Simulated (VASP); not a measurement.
A run of VASP 6.6.1 is set up as follows.

POSCAR

```
BiS
1.0
    4.0029443400      0.0000000000      0.0000000000
    0.0000000000      4.0029443400      0.0000000000
    0.0000000000      0.0000000000      4.0029443400
Bi S
1 1
Direct
    0.5000000000      0.5000000000      0.5000000000
    0.0000000000      0.0000000000      0.0000000000
```

File INCAR.step1:

```
PREC     = Accurate       # precision mode
ENCUT    = 520            # plane-wave cutoff, eV
EDIFF    = 1E-5           # SCF threshold, eV
ISMEAR   = -1             # smearing method
SIGMA    = 0.05           # smearing width, eV
LREAL    = F              # projectors in reciprocal space
LASPH    = T              # aspherical terms in the spheres
NELM     = 100            # most SCF steps
ALGO     = Normal         # electronic algorithm
ISIF     = 2              # what is computed and relaxed
LWAVE    = T              # write WAVECAR
LCHARG   = F              # write CHGCAR
NBANDS   = 18             # bands
GGA      = PE             # functional
```

INCAR.step2

```
PREC     = Accurate       # precision mode
ENCUT    = 520            # plane-wave cutoff, eV
EDIFF    = 1E-6           # SCF threshold, eV
ISMEAR   = -1             # smearing method
SIGMA    = 0.05           # smearing width, eV
LREAL    = F              # projectors in reciprocal space
LASPH    = T              # aspherical terms in the spheres
NELM     = 100            # most SCF steps
ALGO     = Normal         # electronic algorithm
ISIF     = 2              # what is computed and relaxed
LWAVE    = F              # write WAVECAR
LCHARG   = F              # write CHGCAR
GGA      = PS             # functional
LHFCALC  = T              # exact exchange
AEXX     = 0.25           # exact-exchange fraction
HFSCREEN = 0.207          # screening, 1/A
PRECFOCK = Normal       
NBANDS   = 18             # bands
ISTART   = 1
```

The input KPOINTS:

```
regular mesh
0
Gamma
  4 4 4
```

Potentials or basis: VASP PAW PBE potentials, release 64 (Bi_d, S).

The run is started by

```sh
$ cat potpaw_PBE.64/Bi_d/POTCAR potpaw_PBE.64/S/POTCAR > POTCAR
$ cp INCAR.step1 INCAR
$ mpirun -np 1 vasp_std > vasp.out
$ cp INCAR.step2 INCAR
$ mpirun -np 1 vasp_std > vasp.out
```

Question: Predict the pressure.

Answer: -14.6 GPa.

Caveat: the k points lie up to 0.39 Å⁻¹ apart; the PAW data sets were made with another functional, which shifts forces and pressure a little.
